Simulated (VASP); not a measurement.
# LiF (P4/mmm) in VASP: further runs

Runs on LiF. Level: r2SCAN. Tasks: single point.

Everything below comes from runs of VASP 6.6.1. Logs are shortened: lines on timing, memory, paths and dates and some standing lists are left out, and cuts for length are marked.

## 1. The cell of the first run

Symmetry: P4/mmm, No. 123, tetragonal system. Conventional cell: a = 2.457 Å, b = 2.457 Å, c = 2.560 Å, α = 90.00°, β = 90.00°, γ = 90.00°. Within 2.9 Å of Li (site symmetry 4/mmm) lie 8 F at 2.16 Å and 6 Li at 2.46 to 2.56 Å. Within 2.9 Å of F (site symmetry 4/mmm) lie 8 Li at 2.16 Å and 6 F at 2.46 to 2.56 Å.

## 2. Single point, r2SCAN (strain -0.040 along x and y, +0.000 along z)

POSCAR reads:

```
LiF
1.0
    2.4571516800      0.0000000000      0.0000000000
    0.0000000000      2.4571516800      0.0000000000
    0.0000000000      0.0000000000      2.5595330000
Li F
1 1
Direct
    0.0000000000      0.0000000000      0.0000000000
    0.5000000000      0.5000000000      0.5000000000
```

INCAR.step1 reads:

```
PREC = Accurate ; ENCUT = 520
ISMEAR = 0 ; SIGMA = 0.05
LREAL = F ; LASPH = T
NELM = 80 ; NBANDS = 12
GGA = PE ; ALGO = Normal
EDIFF = 1E-4 ; LWAVE = T
LCHARG = F
```

INCAR.step2 reads:

```
PREC = Accurate ; ENCUT = 520
EDIFF = 1E-7 ; ISMEAR = 0
SIGMA = 0.05 ; LREAL = F
LASPH = T ; NELM = 80
ALGO = Normal ; ISIF = 2
LWAVE = F ; LCHARG = F
METAGGA = R2SCAN ; LMIXTAU = T
NBANDS = 12 ; ISTART = 1
```

KPOINTS reads:

```
regular mesh
0
Gamma
  10 10 10
```

Potentials or basis: VASP PAW PBE potentials, release 64 (Li_sv, F).

The run is started by

```
> cat potpaw_PBE.64/Li_sv/POTCAR potpaw_PBE.64/F/POTCAR > POTCAR
> cp INCAR.step1 INCAR
> mpirun -np 1 vasp_std > vasp.out
> cp INCAR.step2 INCAR
> mpirun -np 1 vasp_std > vasp.out
```

OUTCAR:

```text
PREC = Accurate
   ENCUT = 520
   EDIFF = 1E-7
   ISMEAR = 0
   LREAL = F
   LASPH = T
   NELM = 80
   ISIF = 2
   METAGGA = R2SCAN
   ISTART = 1

 ion  position               nearest neighbor table
   1  0.000  0.000  0.000-   2 2.16   2 2.16   2 2.16   2 2.16   2 2.16   2 2.16   2 2.16   2 2.16

   2  0.500  0.500  0.500-   1 2.16   1 2.16   1 2.16   1 2.16   1 2.16   1 2.16   1 2.16   1 2.16

  LATTYP: Found a simple tetragonal cell.
 ALAT       =     2.4571516800
 C/A-ratio  =     1.0416666667

  Lattice vectors:

 A1 = (   2.4571516800,   0.0000000000,   0.0000000000)
 A2 = (   0.0000000000,   2.4571516800,   0.0000000000)
 A3 = (   0.0000000000,   0.0000000000,   2.5595330000)

Analysis of symmetry for initial positions (statically):
=====================================================================
 Subroutine PRICEL returns:
 Original cell was already a primitive cell.

 Routine SETGRP: Setting up the symmetry group for a
 simple tetragonal supercell.

 Subroutine GETGRP returns: Found 16 space group operations
 (whereof 16 operations were pure point group operations)
 out of a pool of 16 trial point group operations.

The static configuration has the point symmetry D_4h.

Analysis of symmetry for dynamics (positions and initial velocities):
=====================================================================
 Subroutine PRICEL returns:
 Original cell was already a primitive cell.

 Routine SETGRP: Setting up the symmetry group for a
 simple tetragonal supercell.

 Subroutine GETGRP returns: Found 16 space group operations
 (whereof 16 operations were pure point group operations)
 out of a pool of 16 trial point group operations.

The dynamic configuration has the point symmetry D_4h.

 Subroutine INISYM returns: Found 16 space group operations
 (whereof 16 operations are pure point group operations),
 and found     1 'primitive' translations

----------------------------------------------------------------------------------------

                                     Primitive cell

  volume of cell :      15.4534

  direct lattice vectors                    reciprocal lattice vectors
     2.457151680  0.000000000  0.000000000     0.406975283  0.000000000  0.000000000
     0.000000000  2.457151680  0.000000000     0.000000000  0.406975283  0.000000000
     0.000000000  0.000000000  2.559533000     0.000000000  0.000000000  0.390696272

  length of vectors
     2.457151680  2.457151680  2.559533000     0.406975283  0.406975283  0.390696272

  position of ions in fractional coordinates (direct lattice)
     0.000000000  0.000000000  0.000000000
     0.500000000  0.500000000  0.500000000

  ion indices of the primitive-cell ions
   primitive index   ion index
                 1           1
                 2           2

----------------------------------------------------------------------------------------

 KPOINTS: regular mesh

Automatic generation of k-mesh.
 Grid dimensions read from file:
 generate k-points for:   10   10   10

 Generating k-lattice:

  Cartesian coordinates                     Fractional coordinates (reciprocal lattice)
     0.040697528  0.000000000  0.000000000     0.100000000  0.000000000  0.000000000
     0.000000000  0.040697528  0.000000000     0.000000000  0.100000000  0.000000000
     0.000000000  0.000000000  0.039069627     0.000000000  0.000000000  0.100000000

  Length of vectors
     0.040697528  0.040697528  0.039069627

  Shift w.r.t. Gamma in fractional coordinates (k-lattice)
     0.000000000  0.000000000  0.000000000

 Subroutine IBZKPT returns following result:
 ===========================================

 Found    126 irreducible k-points:

 Following reciprocal coordinates:
            Coordinates               Weight
  0.000000  0.000000  0.000000      1.000000
  0.100000  0.000000  0.000000      4.000000
  0.200000  0.000000  0.000000      4.000000
  0.300000  0.000000  0.000000      4.000000
  0.400000  0.000000  0.000000      4.000000
  0.500000  0.000000  0.000000      2.000000
[... 16 lines left out ...]
  0.100000  0.000000  0.100000      8.000000
  0.200000  0.000000  0.100000      8.000000
 [... further k-points ...]
   k-points           NKPTS =    126   k-points in BZ     NKDIM =    126   number of bands    NBANDS=     12
   number of dos      NEDOS =    301   number of ions     NIONS =      2
   total plane-waves  NPLWV =   6480
   dimension x,y,z NGX =    18 NGY =   18 NGZ =   20
   dimension x,y,z NGXF=    36 NGYF=   36 NGZF=   40
   ions per type =               1   1
   NGX,Y,Z   is equivalent  to a cutoff of  12.18, 12.18, 12.99 a.u.
   NGXF,Y,Z  is equivalent  to a cutoff of  24.36, 24.36, 25.98 a.u.
 SYSTEM =  unknown system
   PREC   = accura    normal or accurate (medium, high low for compatibility)
   ISTART =      1    job   : 0-new  1-cont  2-samecut
   ICHARG =      0    charge: 1-file 2-atom 10-const
   ISPIN  =      1    spin polarized calculation?
   LNONCOLLINEAR =      F non collinear calculations
   LSORBIT =      F    spin-orbit coupling
   LASPH  =      T    aspherical Exc in radial PAW
   ENCUT  =  520.0 eV  38.22 Ry    6.18 a.u.   4.57  4.57  4.76*2*pi/ulx,y,z
   NELM   =     80;   NELMIN=  2; NELMDL=  0     # of ELM steps
   EDIFF  = 0.1E-06   stopping-criterion for ELM
   LREAL  =      F    real-space projection
   EDIFFG = 0.1E-05   stopping-criterion for IOM
   NSW    =      0    number of steps for IOM
   IBRION =     -1    ionic relax: 0-MD 1-quasi-New 2-CG
   NFREE  =      0    steps in history (QN), initial steepest desc. (CG)
   ISIF   =      2    stress and relaxation
   ISYM   =      2    0-nonsym 1-usesym 2-fastsym
   POTIM  = 0.5000    time-step for ionic-motion
   TEBEG  =    0.0;   TEEND  =   0.0 temperature during run
   PSTRESS=    0.0 pullay stress
   NELECT =      10.0000    total number of electrons
   NUPDOWN=      -1.0000    fix difference up-down
   EMIN   =  10.00;   EMAX   =-10.00  energy-range for DOS
   EFERMI =   0.00;   METHOD = LEGACY
   ISMEAR =     0;   SIGMA  =   0.05  broadening in eV -4-tet -1-fermi 0-gaus
   EFERMI_NEDOS =   21; number of points for ismear=-14 and -15
   IALGO  =     38    algorithm
   IMIX   =      4    mixing-type and parameters
     AMIX     =   0.40;   BMIX     =  1.00
     AMIX_MAG =   1.60;   BMIX_MAG =  1.00
  volume/ion in A,a.u.               =       7.73        52.14
  Fermi-wavevector in a.u.,A,eV,Ry     =   1.416011  2.675873 27.280865  2.005087
  Thomas-Fermi vector in A             =   2.537390
   LORBIT       =      0    0 simple, 1 ext, 2 COOP (PROOUT), +10 PAW based schemes
   METAGGA = R2SCAN    functional components
   LHFCALC =     F    Hartree Fock is set to
   AEXX    =    0.0000 exact exchange contribution
   IVDW    =     0    specifies the selected vdW correction
   LEPSILON=     F    determine dielectric tensor
   LRPA    =     F    only Hartree local field effects (RPA)
 non-spin polarized calculation
 Gauss-broadening in eV      SIGMA  =   0.05
  energy-cutoff  :      520.00
  volume of cell :       15.45
 maximum number of plane-waves:       440
   NGX =  9   NGY =  9   NGZ =  9

 number of electron      10.0000019 magnetization

 Free energy of the ion-electron system (eV)
  ---------------------------------------------------
  ext. energy  EPLUGINS =         0.00000000
  ---------------------------------------------------
  free energy    TOTEN  =       -11.25374367 eV

  energy without entropy =      -11.25374367  energy(sigma->0) =      -11.25374367

 E-fermi :   0.6548     XC(G=0): -10.9063

 val. band max:        0.2183042394   @ k =   0.5000   0.0000   0.5000
 cond. band min:       9.5037421596   @ k =   0.0000   0.0000   0.0000
 fundamental gap:      9.2854379202
 Fermi energy:         0.6548450098

 k-point     1 :       0.0000    0.0000    0.0000
  band No.  band energies     occupation
      1     -43.8810      2.00000
      2     -22.1929      2.00000
      3      -0.9829      2.00000
      4      -0.4988      2.00000
      5      -0.4988      2.00000
      6       9.5037      0.00000
      7      20.0071      0.00000
      8      21.0637      0.00000
      9      23.0184      0.00000
     10      24.2759      0.00000
     11      24.2759      0.00000
     12      40.7678      0.00000

 k-point     2 :       0.1000    0.0000    0.0000
  band No.  band energies     occupation
      1     -43.8746      2.00000
      2     -22.1418      2.00000
      3      -0.9347      2.00000
      4      -0.8991      2.00000
      5      -0.4569      2.00000
      6       9.7205      0.00000
      7      19.4837      0.00000
      8      20.6425      0.00000
      9      22.9361      0.00000
     10      24.2348      0.00000
     11      26.1494      0.00000
     12      39.1930      0.00000

 k-point     3 :       0.2000    0.0000    0.0000
  band No.  band energies     occupation
      1     -43.8580      2.00000
      2     -22.0042      2.00000
      3      -1.8527      2.00000
      4      -0.8065      2.00000
      5      -0.3457      2.00000
      6      10.1547      0.00000
      7      18.1019      0.00000
      8      21.2981      0.00000
      9      22.6918      0.00000
     10      24.1089      0.00000
     11      29.6585      0.00000
     12      36.4899      0.00000
[... 286 lines left out ...]
 k-point    23 :       0.1000    0.0000    0.1000
  band No.  band energies     occupation
      1     -43.8701      2.00000
      2     -22.1031      2.00000
      3      -1.2781      2.00000
      4      -0.8649      2.00000
      5      -0.4234      2.00000
      6       9.9830      0.00000
      7      18.7736      0.00000
      8      20.3123      0.00000
      9      24.1699      0.00000
     10      24.3787      0.00000
     11      26.4383      0.00000
     12      37.0385      0.00000

 k-point    24 :       0.2000    0.0000    0.1000
  band No.  band energies     occupation
      1     -43.8537      2.00000
      2     -21.9630      2.00000
      3      -1.8217      2.00000
      4      -1.1513      2.00000
      5      -0.3146      2.00000
      6      10.4668      0.00000
      7      17.9712      0.00000
      8      19.9407      0.00000
      9      24.1260      0.00000
     10      24.4649      0.00000
     11      29.8532      0.00000
     12      34.4802      0.00000

 [... further k-points ...]
[... 5 lines left out ...]
  --------------------------------------------------------------------------------------
  -------------------------------------------------------------------------------------
  Total        0.6131843      0.6131843     -0.7244476      0.0000000      0.0000000      0.0000000
  in kB       63.5736178     63.5736178    -75.1091537      0.0000000      0.0000000      0.0000000
  external PRESSURE =      17.3460273 kB  Pullay stress =       0.0000000 kB

 VOLUME and BASIS-vectors are now :
 -----------------------------------------------------------------------------
  energy-cutoff  :      520.00
  volume of cell :       15.45
      direct lattice vectors                 reciprocal lattice vectors
     2.457151680  0.000000000  0.000000000     0.406975283  0.000000000  0.000000000
     0.000000000  2.457151680  0.000000000     0.000000000  0.406975283  0.000000000
     0.000000000  0.000000000  2.559533000     0.000000000  0.000000000  0.390696272

 POSITION                                       TOTAL-FORCE (eV/Angst)
 -----------------------------------------------------------------------------------
      0.00000      0.00000      0.00000         0.000000      0.000000      0.000000
      1.22858      1.22858      1.27977         0.000000      0.000000      0.000000
 -----------------------------------------------------------------------------------
    total drift:                                0.000000     -0.000000     -0.000000

  FREE ENERGIE OF THE ION-ELECTRON SYSTEM (eV)
  ---------------------------------------------------
  free  energy   TOTEN  =       -11.2537436654 eV

  energy  without entropy=      -11.2537436654  energy(sigma->0) =      -11.25374367
```

It took 2 min on 1 thread of Intel Xeon 8259CL, shared host; peak memory 0.13 GiB.

What came out:

```
Free energy            : -11.2537 eV
Band gap on the k mesh : 9.29 eV, indirect (least direct gap 10.00 eV)
```

Caveat: the cell differs from its parent crystal (strain -0.040 along x and y, +0.000 along z); the cutoff is under 1.25 times the usual one of these potentials, so pressure, stress and relaxed cells hold a basis-set (Pulay) error; the PAW data sets were made with another functional, which shifts forces and pressure a little. A k mesh can miss the band edges.

## 3. Single point, r2SCAN (strain +0.000 along x and y, -0.040 along z)

POSCAR reads:

```
LiF
1.0
    2.5595330000      0.0000000000      0.0000000000
    0.0000000000      2.5595330000      0.0000000000
    0.0000000000      0.0000000000      2.4571516800
Li F
1 1
Direct
    0.0000000000      0.0000000000      0.0000000000
    0.5000000000      0.5000000000      0.5000000000
```

INCAR.step1 reads:

```
SYSTEM = LiF
PREC = Accurate
ENCUT = 520
ISMEAR = 0
SIGMA = 0.05
LREAL = .False.
LASPH = .True.
NELM = 100
NBANDS = 12
GGA = PE
ALGO = Normal
EDIFF = 1E-4
LWAVE = .True.
LCHARG = .False.
```

INCAR.step2 reads:

```
SYSTEM = LiF
PREC = Accurate
ENCUT = 520
EDIFF = 1E-6
ISMEAR = 0
SIGMA = 0.05
LREAL = .False.
LASPH = .True.
NELM = 100
ALGO = Normal
ISIF = 2
LWAVE = .False.
LCHARG = .False.
METAGGA = R2SCAN
LMIXTAU = .True.
NBANDS = 12
ISTART = 1
```

KPOINTS reads:

```
regular mesh
0
Gamma
  10 10 10
  0 0 0
```

Potentials or basis: VASP PAW PBE potentials, release 64 (Li_sv, F).

The run is started by

```
> cat potpaw_PBE.64/Li_sv/POTCAR potpaw_PBE.64/F/POTCAR > POTCAR
> cp INCAR.step1 INCAR
> mpirun -np 1 vasp_std > vasp.out
> cp INCAR.step2 INCAR
> mpirun -np 1 vasp_std > vasp.out
```

Wall time 2.3 min (1 thread of Intel Xeon 8259CL, shared host); peak memory 0.13 GiB.

The run converged. Its results:

```
Free energy            : -11.2539 eV
Band gap on the k mesh : 8.79 eV, indirect (least direct gap 9.40 eV)
```

Levels at points of the mesh, in eV from the valence-band top:
```tsv
k point	band 1	band 2	band 3	band 4	band 5	band 6	band 7	band 8	band 9	band 10
(0.00, 0.00, 0.00)	-44.23	-22.32	-1.09	-1.09	-0.62	8.79	19.40	20.52	22.56	22.56
(0.50, 0.00, 0.00)	-44.18	-21.89	-4.06	-0.67	-0.26	10.23	15.43	21.38	23.13	25.84
(0.50, 0.50, 0.00)	-44.15	-21.36	-3.73	-3.73	0.00	14.46	15.00	15.00	21.34	27.17
(0.00, 0.00, 0.50)	-44.17	-21.73	-4.08	-0.58	-0.58	9.96	16.00	21.90	21.90	25.43
(0.50, 0.00, 0.50)	-44.13	-21.21	-3.71	-3.55	-0.29	14.64	14.77	15.33	20.56	26.07
(0.50, 0.50, 0.50)	-44.10	-20.79	-2.76	-2.57	-2.57	11.86	12.21	12.21	25.66	25.66
```

Caveat: the cell differs from its parent crystal (strain +0.000 along x and y, -0.040 along z); the cutoff is under 1.25 times the usual one of these potentials, so pressure, stress and relaxed cells hold a basis-set (Pulay) error; the PAW data sets were made with another functional, which shifts forces and pressure a little.
